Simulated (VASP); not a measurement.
Set up this calculation in VASP 6.6.1, as the native input.

* Task: single point
* Functional: PBEsol
* Potentials or basis: VASP PAW PBE potentials, release 64 (Os)
* Cutoff: 520 eV
* k mesh: 11 × 11 × 6
* Occupations: fermi-dirac, width 0.0816 eV
* Spin: no spin polarisation
* Dipole correction: no
* Further INCAR settings: ALGO = Normal; EDIFF = 1e-07; NBANDS = 15

The structure of Os lies in POSCAR:

```
Os
1.0
    2.7305981567      0.0000000000      0.0000000000
   -1.3652990784      2.3647673712      0.0000000000
    0.0000000000      0.0000000000      4.4235690139
Os
2
Direct
    0.3333333330      0.6666666670      0.2500000000
    0.6666666670      0.3333333330      0.7500000000
```

The input as run:

INCAR

```
SYSTEM = Os
PREC = Accurate
ENCUT = 520
EDIFF = 1E-7
ISMEAR = -1
SIGMA = 0.0816
LREAL = .FALSE.
LASPH = .TRUE.
NELM = 80
ALGO = Normal
ISIF = 2
LWAVE = .FALSE.
LCHARG = .FALSE.
GGA = PS
NBANDS = 15
```

KPOINTS

```
regular mesh
0
G
  11 11 6
  0 0 0
```

Potentials or basis: VASP PAW PBE potentials, release 64 (Os).

Command:

```sh
$ cat potpaw_PBE.64/Os/POTCAR > POTCAR
$ mpirun -np 1 vasp_std > vasp.out
```

Results of the run:

```json
{
 "Pressure": "-11.0 GPa",
 "Band gap on the k mesh": "zero (band 8 reaches 11.14 eV, above the bottom of band 9 at 7.37 eV)"
}
```

Caveat: the PAW data sets were made with another functional, which shifts forces and pressure a little; spin-orbit coupling is left out, which moves the levels of the heavy elements.

Run time: 16 s on 1 thread of AMD EPYC 9R45 96-Core Processor (Zen 5), on a shared host, peak memory 0.12 GiB.
